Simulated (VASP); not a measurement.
Here is a VASP 6.6.1 calculation.

The input POSCAR:

```
Cu
1.0
    2.4791012850      0.0000000000      0.0000000000
   -1.2395506425      2.1469646914      0.0000000000
    0.0000000000      0.0000000000      8.0931592851
Cu
4
Direct
    0.6666666667      0.3333333333      0.7500000000
    0.0000000000      0.0000000000      0.5000000000
    0.3333333333      0.6666666667      0.2500000000
    0.0000000000      0.0000000000      0.0000000000
```

Contents of INCAR.step1:

```
ALGO = Normal
EDIFF = 1E-4
ENCUT = 520
GGA = PE
ISMEAR = -1
LASPH = True
LCHARG = False
LREAL = False
LWAVE = True
NBANDS = 30
NELM = 80
PREC = Accurate
SIGMA = 0.05
```

INCAR.step2

```
ALGO = Normal
EDIFF = 1E-6
ENCUT = 520
ISIF = 2
ISMEAR = -1
ISTART = 1
LASPH = True
LCHARG = False
LMIXTAU = True
LREAL = False
LWAVE = False
METAGGA = R2SCAN
NBANDS = 30
NELM = 80
PREC = Accurate
SIGMA = 0.05
```

KPOINTS

```
k-points
0
Gamma
  12 12 4
```

Potentials or basis: VASP PAW PBE potentials, release 64 (Cu).

The run is started by

```sh
$ cat potpaw_PBE.64/Cu/POTCAR > POTCAR
$ cp INCAR.step1 INCAR
$ mpirun -np 1 vasp_std > vasp.out
$ cp INCAR.step2 INCAR
$ mpirun -np 1 vasp_std > vasp.out
```

Problem. Estimate the pressure.

Solution. 12.3 GPa.

Problem. Estimate the band gap on the k mesh.

Solution. Zero (bands 22 and 23 overlap by 5.66 eV).

Stress tensor (GPa, compression positive):
```
12.65  0.00  0.00
 0.00 12.65  0.00
 0.00  0.00 11.75
```

Caveat: the cell stands under pressure; the PAW data sets were made with another functional, which shifts forces and pressure a little.
